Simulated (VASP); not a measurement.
Crystal: Tb4WO.

```
Tb W O
1.0
     5.36547    0.00000    0.00000
     0.00000    5.36547    0.00000
     0.00000    0.00000    4.84701
Tb W O
4 1 1
Direct
  0.30178 0.00000 0.50000
  0.69822 0.00000 0.50000
  0.00000 0.30178 0.50000
  0.00000 0.69822 0.50000
  0.50000 0.50000 0.50000
  0.50000 0.50000 0.00000
```

The cell was generated, and may not be a known phase.

```yaml
Program: VASP 6.6.1
Task: relaxation of cell and atoms
Functional: PBE
Potentials_or_basis: VASP PAW PBE potentials, release 64 (Tb_3, W_sv, O), 4f in core
Cutoff: 600 eV
k_mesh: 3 × 3 × 4
Occupations: gaussian, width 0.2 eV
Spin: no spin polarisation
```

At the start: pressure 44.5 GPa; volume 23.26 Å³/atom.

Problem. How do energy, volume and symmetry change on relaxing?

Solution. Over 12 steps the energy falls by 2647.5 meV/atom and the volume is 29.54 Å³/atom (+27.0 %); space group P4/mmm (No. 123, to 0.1 Å) before and after.

Step by step:
```
step  energy change (eV)  largest force (eV/Å)  pressure (GPa)  volume (Å³)
   1              0.0000                4.3532           44.53       139.54
   2            -10.8729                1.0275           -9.26       283.69
   3            -11.7408                2.3330           -5.89       207.65
   4            -11.8170                2.1253           -7.49       220.94
   5            -11.8369                2.2093           -6.97       215.96
   6            -15.6184                0.8548            0.55       183.91
   7            -15.6493                0.9302           -0.68       185.81
   8            -15.8091                0.5739           -0.76       182.57
   9            -15.8728                0.0444           -0.56       178.41
  10            -15.8744                0.1286           -0.61       179.02
  11            -15.8682                0.0728            1.30       175.13
  12            -15.8852                0.0397            0.22       177.27
```

Final structure:
```yaml
crystal:
  lattice:
    - [6.92169, 0.00000, 0.00000]
    - [0.00000, 6.92169, 0.00000]
    - [0.00000, 0.00000, 3.70003]
  atoms:
    - { symbol: Tb, position: [0.29788, 0.00000, 0.50000] }
    - { symbol: Tb, position: [0.70212, 0.00000, 0.50000] }
    - { symbol: Tb, position: [0.00000, 0.29788, 0.50000] }
    - { symbol: Tb, position: [0.00000, 0.70212, 0.50000] }
    - { symbol: W, position: [0.50000, 0.50000, 0.50000] }
    - { symbol: O, position: [0.50000, 0.50000, 0.00000] }
```

Caveat: the k points lie up to 0.42 Å⁻¹ apart in the final cell; the volume moved by over 15 % at a fixed basis, so the end points are rough; the run has no spin polarisation, though such a crystal can be magnetic; the relaxation stopped at a loose force limit of 0.08 eV/Å, so its end isn't a converged minimum.
